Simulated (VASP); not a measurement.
Wanted: the native input for a VASP 6.6.1 run.

- Task: single point
- Functional: PBE
- Potentials or basis: VASP PAW PBE potentials, release 64 (Rb_sv, Cd)
- Cutoff: 520 eV
- k mesh: 9 × 9 × 9
- Occupations: fermi-dirac, width 0.05 eV
- Spin: no spin polarisation
- Dipole correction: no
- k mesh for the DOS: 14 × 14 × 14
- Occupations for the DOS: tetrahedron
- Further INCAR settings: ALGO = Normal; EDIFF = 1e-07

Crystal: RbCd (CsCl type).

```
Rb Cd
1.0
     4.56836    0.00000    0.00000
     0.00000    4.56836    0.00000
     0.00000    0.00000    4.56836
Rb Cd
1 1
Direct
  0.00000 0.00000 0.00000
  0.50000 0.50000 0.50000
```

These files were run (other wordings do the same):

POSCAR

```
RbCd
1.0
    4.5683629778      0.0000000000      0.0000000000
    0.0000000000      4.5683629778      0.0000000000
    0.0000000000      0.0000000000      4.5683629778
Rb Cd
1 1
Direct
    0.0000000000      0.0000000000      0.0000000000
    0.5000000000      0.5000000000      0.5000000000
```

INCAR.step1

```
SYSTEM = RbCd
PREC     = Accurate       ! precision mode
ENCUT    = 520            ! plane-wave cutoff, eV
EDIFF    = 1E-7           ! SCF threshold, eV
ISMEAR   = -1             ! smearing method
SIGMA    = 0.05           ! smearing width, eV
LREAL    = .FALSE.        ! projectors in reciprocal space
LASPH    = .TRUE.         ! aspherical terms in the spheres
NELM     = 100            ! most SCF steps
ALGO     = Normal         ! electronic algorithm
ISIF     = 2              ! what is computed and relaxed
LWAVE    = .FALSE.        ! write WAVECAR
LCHARG   = .TRUE.         ! write CHGCAR
GGA      = PE             ! functional
NBANDS   = 18             ! bands
```

KPOINTS.step1

```
Automatic mesh
0
G
  9 9 9
  0 0 0
```

INCAR.step2

```
SYSTEM = RbCd
PREC     = Accurate       ! precision mode
ENCUT    = 520            ! plane-wave cutoff, eV
EDIFF    = 1E-7           ! SCF threshold, eV
ISMEAR   = -5             ! smearing method
SIGMA    = 0.05           ! smearing width, eV
LREAL    = .FALSE.        ! projectors in reciprocal space
LASPH    = .TRUE.         ! aspherical terms in the spheres
NELM     = 100            ! most SCF steps
ALGO     = Normal         ! electronic algorithm
ISIF     = 2              ! what is computed and relaxed
LWAVE    = .FALSE.        ! write WAVECAR
LCHARG   = .FALSE.        ! write CHGCAR
GGA      = PE             ! functional
LORBIT   = 11             ! projections on sites
NEDOS    = 1001           ! points of the DOS
ICHARG   = 11             ! starting density
```

KPOINTS.step2

```
Automatic mesh
0
G
  14 14 14
  0 0 0
```

Potentials or basis: VASP PAW PBE potentials, release 64 (Rb_sv, Cd).

The run is started by

```bash
$ cat potpaw_PBE.64/Rb_sv/POTCAR potpaw_PBE.64/Cd/POTCAR > POTCAR
$ cp INCAR.step1 INCAR
$ cp KPOINTS.step1 KPOINTS
$ mpirun -np 1 vasp_std > vasp.out
$ cp INCAR.step2 INCAR
$ cp KPOINTS.step2 KPOINTS
$ mpirun -np 1 vasp_std > vasp.out
```

It gave:

- Valence electrons inside the program's atomic spheres: Rb 7.30; Cd 10.28

It took 2.5 min on 1 thread of Intel Xeon 8259CL, on a shared host, peak memory 0.33 GiB.
